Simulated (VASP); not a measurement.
# Pt in VASP: further runs

Pt is run at these levels: PBEsol; tasks: single point, relaxation of the atoms.

Everything below comes from runs of VASP 6.6.1. Logs are shortened: lines on timing, memory, paths and dates and some standing lists are left out, and cuts for length are marked.

## (1) The cell of the first run

The cell holds a slab with vacuum, 4 atoms: a = 2.770 Å, b = 3.918 Å, c = 18.156 Å, α = 90.00°, β = 90.00°, γ = 90.00°.

## (2) Single point, PBEsol

The input, INCAR:

```
PREC     = Accurate       # precision mode
ENCUT    = 400            # plane-wave cutoff, eV
EDIFF    = 1E-6           # SCF threshold, eV
ISMEAR   = 0              # smearing method
SIGMA    = 0.1            # smearing width, eV
LREAL    = False          # projectors in reciprocal space
LASPH    = True           # aspherical terms in the spheres
NELM     = 120            # most SCF steps
ALGO     = Normal         # electronic algorithm
ISIF     = 2              # what is computed and relaxed
LWAVE    = False          # write WAVECAR
LCHARG   = False          # write CHGCAR
LDIPOL   = True         
IDIPOL   = 3            
DIPOL    = 0.5 0.5 0.501
GGA      = PS             # functional
NBANDS   = 28             # bands
GGA_COMPAT= False        
NELMDL   = -8
```

The input, KPOINTS:

```
regular mesh
0
Gamma
  10 7 1
```

The input, POSCAR:

```
Pt
1.0
    2.7704032196      0.0000000000      0.0000000000
    0.0000000000      3.9179418064      0.0000000000
    0.0000000000      0.0000000000     18.1556048294
Pt
4
Direct
    0.5000000000      0.5000000000      0.3855558692
    0.0000000000      0.0000000000      0.4618519564
    0.5000000000      0.5000000000      0.5436181347
    0.0000000000      0.0000000000      0.6112148295
```

Potentials or basis: VASP PAW PBE potentials, release 64 (Pt).

The run is started by

```sh
$ cat potpaw_PBE.64/Pt/POTCAR > POTCAR
$ mpirun -np 1 vasp_std > vasp.out
```

OUTCAR:

```text
PREC = Accurate
   ENCUT = 400
   EDIFF = 1E-6
   ISMEAR = 0
   LREAL = False
   LASPH = True
   NELM = 120
   ISIF = 2
   GGA = PS
   NELMDL = -8

 ion  position               nearest neighbor table
   1  0.500  0.500  0.386-   2 2.77   2 2.77   2 2.77   2 2.77   3 2.87
   2  0.000  0.000  0.462-   4 2.71   1 2.77   1 2.77   1 2.77   1 2.77   3 2.82   3 2.82   3 2.82
                             3 2.82
   3  0.500  0.500  0.544-   4 2.69   4 2.69   4 2.69   4 2.69   2 2.82   2 2.82   2 2.82   2 2.82
                             1 2.87
   4  0.000  0.000  0.611-   3 2.69   3 2.69   3 2.69   3 2.69   2 2.71

  LATTYP: Found a simple orthorhombic cell.
 ALAT       =     2.7704032196
 B/A-ratio  =     1.4142135624
 C/A-ratio  =     6.5534160157

  Lattice vectors:

 A1 = (   2.7704032196,   0.0000000000,   0.0000000000)
 A2 = (   0.0000000000,   3.9179418064,   0.0000000000)
 A3 = (   0.0000000000,   0.0000000000,  18.1556048294)

Analysis of symmetry for initial positions (statically):
=====================================================================
 Subroutine PRICEL returns:
 Original cell was already a primitive cell.

 Routine SETGRP: Setting up the symmetry group for a
 simple orthorhombic supercell.

 Subroutine GETGRP returns: Found  4 space group operations
 (whereof  4 operations were pure point group operations)
 out of a pool of  8 trial point group operations.

The static configuration has the point symmetry C_2v.

Analysis of symmetry for dynamics (positions and initial velocities):
=====================================================================
 Subroutine PRICEL returns:
 Original cell was already a primitive cell.

 Routine SETGRP: Setting up the symmetry group for a
 simple orthorhombic supercell.

 Subroutine GETGRP returns: Found  4 space group operations
 (whereof  4 operations were pure point group operations)
 out of a pool of  8 trial point group operations.

The dynamic configuration has the point symmetry C_2v.

 Subroutine INISYM returns: Found  4 space group operations
 (whereof  4 operations are pure point group operations),
 and found     1 'primitive' translations

----------------------------------------------------------------------------------------

                                     Primitive cell

  volume of cell :     197.0660
[... 95 lines left out ...]
   NSW    =      0    number of steps for IOM
   IBRION =     -1    ionic relax: 0-MD 1-quasi-New 2-CG
   NFREE  =      0    steps in history (QN), initial steepest desc. (CG)
   ISIF   =      2    stress and relaxation
   ISYM   =      2    0-nonsym 1-usesym 2-fastsym
   POTIM  = 0.5000    time-step for ionic-motion
   TEBEG  =    0.0;   TEEND  =   0.0 temperature during run
   PSTRESS=    0.0 pullay stress
   NELECT =      40.0000    total number of electrons
   NUPDOWN=      -1.0000    fix difference up-down
   EMIN   =  10.00;   EMAX   =-10.00  energy-range for DOS
   EFERMI =   0.00;   METHOD = LEGACY
   ISMEAR =     0;   SIGMA  =   0.10  broadening in eV -4-tet -1-fermi 0-gaus
   EFERMI_NEDOS =   21; number of points for ismear=-14 and -15
   IALGO  =     38    algorithm
   IMIX   =      4    mixing-type and parameters
     AMIX     =   0.40;   BMIX     =  1.00
     AMIX_MAG =   1.60;   BMIX_MAG =  1.00
  volume/ion in A,a.u.               =      49.27       332.47
  Fermi-wavevector in a.u.,A,eV,Ry     =   0.962109  1.818122 12.594283  0.925654
  Thomas-Fermi vector in A             =   2.091539
   LORBIT       =      0    0 simple, 1 ext, 2 COOP (PROOUT), +10 PAW based schemes
   GGA     = PS    functional components
   LHFCALC =     F    Hartree Fock is set to
   AEXX    =    0.0000 exact exchange contribution
   IVDW    =     0    specifies the selected vdW correction
   LEPSILON=     F    determine dielectric tensor
   LRPA    =     F    only Hartree local field effects (RPA)
 non-spin polarized calculation
 Gauss-broadening in eV      SIGMA  =   0.10
  energy-cutoff  :      400.00
  volume of cell :      197.07
 maximum number of plane-waves:      3617
   NGX =  9   NGY = 13   NGZ = 59

 dipolmoment           0.000000      0.000000      0.011847 electrons x Angstroem

 number of electron      40.0000001 magnetization

 dipolmoment           0.000000      0.000000     -0.007239 electrons x Angstroem

 Free energy of the ion-electron system (eV)
  ---------------------------------------------------
  ext. energy  EPLUGINS =         0.00000000
  ---------------------------------------------------
  free energy    TOTEN  =       -24.62321836 eV

  energy without entropy =      -24.58522010  energy(sigma->0) =      -24.60421923

 E-fermi :  -0.5067     XC(G=0):  -5.2637

 val. band max:       -0.5313956340   @ k =   0.3000   0.0000   0.0000
 cond. band min:      -0.5026021217   @ k =   0.4000   0.2857   0.0000
 fundamental gap:      0.0287935124
 Fermi energy:        -0.5066698909

 k-point     1 :       0.0000    0.0000    0.0000
  band No.  band energies     occupation
      1      -9.3794      2.00000
      2      -6.9323      2.00000
      3      -6.8447      2.00000
      4      -5.7449      2.00000
      5      -5.6257      2.00000
      6      -4.6121      2.00000
[... 733 lines left out ...]
     27       5.5816      0.00000
     28       5.7233      0.00000

------------------------ aborting loop because EDIFF is reached ----------------------------------------

 vacuum level on the upper side and lower side of the slab       (xc-potential included)        -0.289        -0.161

  FORCE on cell =-STRESS in cart. coord.  units (eV):
  Direction    XX          YY          ZZ          XY          YZ          ZX
  --------------------------------------------------------------------------------------
  -------------------------------------------------------------------------------------
  Total       -8.1432039     -5.9839993     -1.5596495      0.0000000      0.0000000      0.0000000
  in kB      -66.2055209    -48.6508500    -12.6801940      0.0000000      0.0000000      0.0000000
  external PRESSURE =     -42.5121883 kB  Pullay stress =       0.0000000 kB

 VOLUME and BASIS-vectors are now :
 -----------------------------------------------------------------------------
  energy-cutoff  :      400.00
  volume of cell :      197.07
      direct lattice vectors                 reciprocal lattice vectors
     2.770403220  0.000000000  0.000000000     0.360958287  0.000000000  0.000000000
     0.000000000  3.917941806  0.000000000     0.000000000  0.255236052  0.000000000
     0.000000000  0.000000000 18.155604829     0.000000000  0.000000000  0.055079410

 POSITION                                       TOTAL-FORCE (eV/Angst)
 -----------------------------------------------------------------------------------
      1.38520      1.95897      7.00000         0.000000      0.000000      1.038495
      0.00000      0.00000      8.38520         0.000000      0.000000     -1.004991
      1.38520      1.95897      9.86972         0.000000      0.000000     -0.012335
      0.00000      0.00000     11.09697         0.000000      0.000000     -0.021169
 -----------------------------------------------------------------------------------
    total drift:                                0.000000      0.000000      0.000123

  FREE ENERGIE OF THE ION-ELECTRON SYSTEM (eV)
  ---------------------------------------------------
  free  energy   TOTEN  =       -24.6232183556 eV

  energy  without entropy=      -24.5852200980  energy(sigma->0) =      -24.60421923

 vacuum level on the upper side and lower side of the slab         4.805         4.948
```

stdout:

```text
POSCAR found type information on POSCAR Pt
 POSCAR found :  1 types and       4 ions
 scaLAPACK will be used
 -----------------------------------------------------------------------------
|                                                                             |
|                                                                             |
|     You enforced a specific xc type in the INCAR file but a different       |
|     I HOPE YOU KNOW WHAT YOU ARE DOING!                                     |
|                                                                             |
 -----------------------------------------------------------------------------

 LDA part: xc-table for (Slater+PW92), standard interpolation
 POSCAR, INCAR and KPOINTS ok, starting setup
 FFT: planning ... GRIDC
 FFT: planning ... GRID_SOFT
 FFT: planning ... GRID
 WAVECAR not read
 entering main loop
```

It took 1.8 min on 1 thread of Intel Xeon Platinum 8488C (Sapphire Rapids), shared host; peak memory 0.25 GiB.

Results:

```
Free energy            : -24.6232 eV
Largest force          : 1.038 eV/Å
Band gap on the k mesh : zero (bands 20 and 21 overlap by 0.53 eV)
```

Forces on the atoms (eV/Å):
```
Pt   0.000  0.000  1.038
Pt   0.000  0.000 -1.005
Pt   0.000  0.000 -0.012
Pt   0.000  0.000 -0.021
```

Levels at points of the mesh, in eV from the Fermi level:
```csv
k point,band 17,band 18,band 19,band 20,band 21,band 22,band 23,band 24
"(0.00, 0.00, 0.00)",-0.80,-0.64,-0.54,-0.24,-0.10,0.45,0.51,3.70
"(0.50, 0.00, 0.00)",-0.32,-0.14,0.15,0.31,2.20,2.25,2.53,2.64
```

Caveat: the PAW data sets were made with another functional, which shifts forces and pressure a little; spin-orbit coupling is left out, which moves the levels of the heavy elements.

## (3) Relaxation of the atoms, PBEsol

The input, INCAR:

```
SYSTEM = Pt
ALGO = Normal ; DIPOL = 0.5 0.5 0.500
EDIFF = 1E-7 ; EDIFFG = -0.03
ENCUT = 450 ; GGA = PS
GGA_COMPAT = .FALSE. ; IBRION = 2
IDIPOL = 3 ; ISIF = 2
ISMEAR = 0 ; LASPH = .TRUE.
LCHARG = .FALSE. ; LDIPOL = .TRUE.
LREAL = .FALSE. ; LWAVE = .FALSE.
NELM = 120 ; NELMDL = -8
NELMIN = 4 ; NSW = 70
PREC = Accurate ; SIGMA = 0.1
```

The input, KPOINTS:

```
k-points
0
G
  10 7 1
  0 0 0
```

The input, POSCAR:

```
Pt
1.0
    2.7704032196      0.0000000000      0.0000000000
    0.0000000000      3.9179418064      0.0000000000
    0.0000000000      0.0000000000     18.1556048294
Pt
4
Selective dynamics
Direct
    0.5000000000      0.5000000000      0.3855558692  F F F
    0.0000000000      0.0000000000      0.4618519564  F F F
    0.5000000000      0.5000000000      0.5381480436  T T T
    0.0000000000      0.0000000000      0.6144441308  T T T
```

Potentials or basis: VASP PAW PBE potentials, release 64 (Pt).

The run is started by

```sh
$ cat potpaw_PBE.64/Pt/POTCAR > POTCAR
$ mpirun -np 1 vasp_std > vasp.out
```

OUTCAR:

```text
SYSTEM = Pt
   EDIFF = 1E-7
   EDIFFG = -0.03
   ENCUT = 450
   GGA = PS
   IBRION = 2
   ISIF = 2
   ISMEAR = 0
   LASPH = .TRUE.
   LREAL = .FALSE.
   NELM = 120
   NELMDL = -8
   NELMIN = 4
   NSW = 70
   PREC = Accurate

 ion  position               nearest neighbor table
   1  0.500  0.500  0.386-   3 2.77   2 2.77   2 2.77   2 2.77   2 2.77
   2  0.000  0.000  0.462-   4 2.77   1 2.77   1 2.77   1 2.77   1 2.77   3 2.77   3 2.77   3 2.77
                             3 2.77
   3  0.500  0.500  0.538-   1 2.77   4 2.77   4 2.77   4 2.77   4 2.77   2 2.77   2 2.77   2 2.77
                             2 2.77
   4  0.000  0.000  0.614-   2 2.77   3 2.77   3 2.77   3 2.77   3 2.77

  LATTYP: Found a simple orthorhombic cell.
 ALAT       =     2.7704032196
 B/A-ratio  =     1.4142135624
 C/A-ratio  =     6.5534160157

  Lattice vectors:

 A1 = (   2.7704032196,   0.0000000000,   0.0000000000)
 A2 = (   0.0000000000,   3.9179418064,   0.0000000000)
 A3 = (   0.0000000000,   0.0000000000,  18.1556048294)

Analysis of symmetry for initial positions (statically):
=====================================================================
 Subroutine PRICEL returns:
 Original cell was already a primitive cell.

 Routine SETGRP: Setting up the symmetry group for a
 simple orthorhombic supercell.

 Subroutine GETGRP returns: Found  8 space group operations
 (whereof  4 operations were pure point group operations)
 out of a pool of  8 trial point group operations.

The static configuration has the point symmetry C_2v.
 The point group associated with its full space group is D_2h.

Analysis of symmetry for dynamics (positions and initial velocities):
=====================================================================
 Subroutine PRICEL returns:
 Original cell was already a primitive cell.

 Routine SETGRP: Setting up the symmetry group for a
[... 172 lines left out ...]
  free energy    TOTEN  =       -24.55439155 eV

  energy without entropy =      -24.51269884  energy(sigma->0) =      -24.53354520

------------------------ aborting loop because EDIFF is reached ----------------------------------------

 vacuum level on the upper side and lower side of the slab       (xc-potential included)        -0.070        -0.067

  FORCE on cell =-STRESS in cart. coord.  units (eV):
  Direction    XX          YY          ZZ          XY          YZ          ZX
  --------------------------------------------------------------------------------------
  -------------------------------------------------------------------------------------
  Total       -8.3717401     -6.8595259     -1.7974336      0.0000000      0.0000000      0.0000000
  in kB      -68.0635558    -55.7690182    -14.6134160      0.0000000      0.0000000      0.0000000
  external PRESSURE =     -46.1486633 kB  Pullay stress =       0.0000000 kB
[... 19 lines left out ...]
  FREE ENERGIE OF THE ION-ELECTRON SYSTEM (eV)
  ---------------------------------------------------
  free  energy   TOTEN  =       -24.5543915509 eV

  energy  without entropy=      -24.5126988447  energy(sigma->0) =      -24.53354520

 dipolmoment           0.000000      0.000000      0.000000 electrons x Angstroem

--------------------------------------- Ionic step        2  -------------------------------------------

 number of electron      40.0000012 magnetization

------------------------ aborting loop because EDIFF is reached ----------------------------------------
[... 147 lines left out ...]
--------------------------------------- Ionic step        6  -------------------------------------------

 number of electron      40.0000008 magnetization

 dipolmoment           0.000000      0.000000     -0.007404 electrons x Angstroem

 Free energy of the ion-electron system (eV)
  ---------------------------------------------------
  ext. energy  EPLUGINS =         0.00000000
  ---------------------------------------------------
  free energy    TOTEN  =       -24.62379461 eV

  energy without entropy =      -24.58576131  energy(sigma->0) =      -24.60477796

 E-fermi :  -0.5059     XC(G=0):  -5.2418

 val. band max:       -0.5295180202   @ k =   0.3000   0.0000   0.0000
 cond. band min:      -0.5014757561   @ k =   0.4000   0.2857   0.0000
 fundamental gap:      0.0280422641
 Fermi energy:        -0.5058735648

 k-point     1 :       0.0000    0.0000    0.0000
  band No.  band energies     occupation
      1      -9.3830      2.00000
      2      -6.9338      2.00000
      3      -6.8486      2.00000
      4      -5.7457      2.00000
      5      -5.6281      2.00000
      6      -4.6143      2.00000
[... 637 lines left out ...]
     23       4.7449      0.00000
     24       4.8504      0.00000

------------------------ aborting loop because EDIFF is reached ----------------------------------------

 vacuum level on the upper side and lower side of the slab       (xc-potential included)        -0.089         0.024

  FORCE on cell =-STRESS in cart. coord.  units (eV):
  Direction    XX          YY          ZZ          XY          YZ          ZX
  --------------------------------------------------------------------------------------
  -------------------------------------------------------------------------------------
  Total       -8.0708694     -5.9008923     -1.4708228      0.0000000      0.0000000      0.0000000
  in kB      -65.6174301    -47.9751767    -11.9580196      0.0000000      0.0000000      0.0000000
  external PRESSURE =     -41.8502088 kB  Pullay stress =       0.0000000 kB
[... 19 lines left out ...]
  FREE ENERGIE OF THE ION-ELECTRON SYSTEM (eV)
  ---------------------------------------------------
  free  energy   TOTEN  =       -24.6237946069 eV

  energy  without entropy=      -24.5857613079  energy(sigma->0) =      -24.60477796

 reached required accuracy - stopping structural energy minimisation

 vacuum level on the upper side and lower side of the slab         4.931         5.043
```

OSZICAR:

```text
N       E                     dE             d eps       ncg     rms          rms(c)
DAV:   1     0.253102835276E+03    0.25310E+03   -0.16028E+04  1152   0.124E+03
DAV:   2    -0.106511856830E+02   -0.26375E+03   -0.25355E+03  1552   0.254E+02
DAV:   3    -0.258856308347E+02   -0.15234E+02   -0.14818E+02  1520   0.598E+01
[... 93 lines left out ...]
DAV:   6    -0.246238026124E+02    0.76314E-06   -0.31482E-05  1392   0.393E-02    0.243E-02
DAV:   7    -0.246237953675E+02    0.72449E-05   -0.44821E-05  1384   0.351E-02    0.696E-03
DAV:   8    -0.246237949117E+02    0.45586E-06   -0.28466E-06  1312   0.129E-02    0.492E-03
DAV:   9    -0.246237946237E+02    0.28793E-06   -0.10100E-06  1296   0.714E-03    0.143E-03
DAV:  10    -0.246237946069E+02    0.16788E-07   -0.18651E-07   688   0.262E-03
   6 F= -.24623795E+02 E0= -.24604778E+02  d E =-.255620E-03
```

Run time: 5.8 min. Hardware: 1 thread of Intel Xeon Platinum 8488C (Sapphire Rapids), shared host; peak memory 0.29 GiB.

Results:

* Free energy: -24.6238 eV
* Energy gained by relaxing: 17.4 meV/atom
* Ionic steps: 6
* Band gap on the k mesh: zero (bands 20 and 21 overlap by 0.53 eV)

Step by step:
```tsv
step	energy change (eV)	largest force on free atoms (eV/Å)	pressure (GPa)
1	0.0000	0.9668	-4.61
2	-0.0535	0.4632	-4.39
3	-0.0692	0.0392	-4.06
4	-0.0691	0.0569	-4.05
5	-0.0693	0.0415	-4.08
6	-0.0694	0.0170	-4.19
```

Final structure:
```
CELL_PARAMETERS angstrom
2.77040 0.00000 0.00000
0.00000 3.91794 0.00000
0.00000 0.00000 18.15560
ATOMIC_POSITIONS crystal
Pt 0.50000 0.50000 0.38556
Pt 0.00000 0.00000 0.46185
Pt 0.50000 0.50000 0.54360
Pt 0.00000 0.00000 0.61108
```

Levels at points of the mesh, in eV from the Fermi level:
| k point | band 17 | band 18 | band 19 | band 20 | band 21 | band 22 | band 23 | band 24 |
| --- | --- | --- | --- | --- | --- | --- | --- | --- |
| (0.00, 0.00, 0.00) | -0.80 | -0.64 | -0.54 | -0.24 | -0.10 | 0.45 | 0.51 | 3.71 |
| (0.50, 0.00, 0.00) | -0.32 | -0.14 | 0.15 | 0.31 | 2.20 | 2.25 | 2.53 | 2.64 |

Caveat: the PAW data sets were made with another functional, which shifts forces and pressure a little; spin-orbit coupling is left out, which moves the levels of the heavy elements.

The gap in the log of VASP goes by the Fermi energy; the results here count the filled bands.